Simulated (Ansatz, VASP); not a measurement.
# Zr3S2: VASP beside Ansatz

```
CELL_PARAMETERS angstrom
0.00005 -3.56648 -0.00043
7.15548 -0.00011 0.00023
-1.78887 1.78460 7.61936
ATOMIC_POSITIONS crystal
Zr 0.62852 0.31414 0.25657
Zr 0.62846 0.81408 0.25645
Zr 0.37157 0.18594 0.74356
Zr 0.37146 0.68584 0.74345
Zr 0.00002 0.00001 0.00007
Zr 0.99997 0.49999 0.99994
S 0.17677 0.08811 0.35298
S 0.17667 0.58831 0.35278
S 0.82321 0.41178 0.64692
S 0.82335 0.91180 0.64727
```

Change from the starting cell: cell x2, atoms moved at random (sigma 0.05 Å) and cell strained at random (1.5 %), then relaxed without symmetry.

Alike in both runs: functional PBE; k mesh 6 × 4 × 6; occupations gaussian, width 0.2 eV; no spin polarisation.

Ansatz relaxed the structure, and its values are those at the end. VASP's run is a single point on that final structure, the one shown.

|  | VASP | Ansatz |
| --- | --- | --- |
| version | VASP 6.6.1 | Ansatz 0.2.0 |
| potentials or method | VASP PAW PBE potentials, release 64 (Zr_sv, S), cutoff 520 eV | scalar-relativistic, plane waves, PAW |
| valence electrons in the cell | 96 | 96 |

Ansatz gave:

| Item | Value |
| --- | --- |
| gap on the k mesh at the Fermi level (eV) | none |
| pressure (GPa) | -0.1 |
| rms of the force components (eV/Å) | 0.008 |

**Question.** Which values does VASP return?

**Answer.** gap on the k mesh at the Fermi level (eV): none; pressure (GPa): -0.1; rms of the force components (eV/Å): 0.011.

A gap of «none» marks a metal or a gap that the smearing closes.
